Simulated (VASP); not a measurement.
The system is CoSi2.

```xyz
3
Lattice="0.0000 2.7254 2.7254 2.7254 0.0000 2.7254 2.7254 2.7254 0.0000" Properties=species:S:1:pos:R:3 pbc="T T T"
Co    0.0000    0.0000    0.0000
Si    1.3627    1.3627    1.3627
Si    4.0881    4.0881    4.0881
```

Base run:

| Item | Value |
| --- | --- |
| Program | VASP 6.6.1 |
| Functional | PBEsol |
| Potentials or basis | VASP PAW PBE potentials, release 64 (Co, Si) |
| Cutoff | 520 eV |
| k mesh | 14 × 14 × 14 |
| Occupations | gaussian, width 0.15 eV |
| Spin | collinear spin, ferromagnetic start |
| Starting moments | [0.55, 0.0, 0.0] μB |
| Fixed moment | 0.55 μB |

Its results: pressure -11.4 GPa; site moments Co +0.34; Si +0.04 μB.

**Question.** After a change of settings the same cell gave: pressure 2.6 GPa; site moments Co +1.38; Si +0.17 μB. Which change was it?
A. fixed moment from 0.55 μB to 2.2 μB; moments at the start from [0.55, 0.0, 0.0] to [2.2, 0.0, 0.0]
B. fixed moment from 0.55 μB to 1.1 μB; moments at the start from [0.55, 0.0, 0.0] to [1.1, 0.0, 0.0]
C. fixed moment from 0.55 μB to 1.375 μB; moments at the start from [0.55, 0.0, 0.0] to [1.38, 0.0, 0.0]
D. fixed moment from 0.55 μB to 1.65 μB; moments at the start from [0.55, 0.0, 0.0] to [1.65, 0.0, 0.0]

**Answer.** A.

Caveats: the PAW data sets were made with another functional, which shifts forces and pressure a little; the total moment is fixed, so each spin has its own Fermi level.
